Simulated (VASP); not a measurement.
Crystal: KBr.

```
Br K
1.0
     0.00000    3.30000    3.30000
     3.30000    0.00000    3.30000
     3.30000    3.30000    0.00000
Br K
1 1
Direct
  0.50000 0.50000 0.50000
  0.00000 0.00000 0.00000
```

- Program: VASP 6.6.1
- Task: relaxation of cell and atoms
- Functional: PBEsol
- Dispersion: D4
- Potentials or basis: VASP PAW PBE potentials, release 64 (Br, K_sv)
- Cutoff: 600 eV
- k mesh: 7 × 7 × 7
- Occupations: fermi-dirac, width 0.05 eV
- Spin: no spin polarisation

At the start: pressure -0.6 GPa; volume 35.94 Å³/atom.

Where does the relaxation end?

Over 4 steps the energy falls by 3.0 meV/atom and the volume is 34.48 Å³/atom (-4.1 %); space group Fm-3m (No. 225, to 0.1 Å) before and after.

Step by step:
| step | energy change (eV) | largest force (eV/Å) | pressure (GPa) | volume (Å³) |
| --- | --- | --- | --- | --- |
| 1 | 0.0000 | 0.0000 | -0.62 | 71.87 |
| 2 | -0.0044 | 0.0000 | -0.33 | 70.43 |
| 3 | -0.0059 | 0.0000 | -0.07 | 69.26 |
| 4 | -0.0060 | 0.0000 | 0.00 | 68.95 |

Final structure:
```cif
data_structure
_symmetry_space_group_name_H-M 'P 1'
_symmetry_Int_Tables_number 1
_cell_length_a 4.6028
_cell_length_b 4.6028
_cell_length_c 4.6028
_cell_angle_alpha 60.000
_cell_angle_beta 60.000
_cell_angle_gamma 60.000
_cell_volume 68.95
loop_
_atom_site_label
_atom_site_type_symbol
_atom_site_fract_x
_atom_site_fract_y
_atom_site_fract_z
_atom_site_occupancy
Br1 Br 0.50000 0.50000 0.50000 1
K1 K 0.00000 0.00000 0.00000 1
```

Caveat: the PAW data sets were made with another functional, which shifts forces and pressure a little.
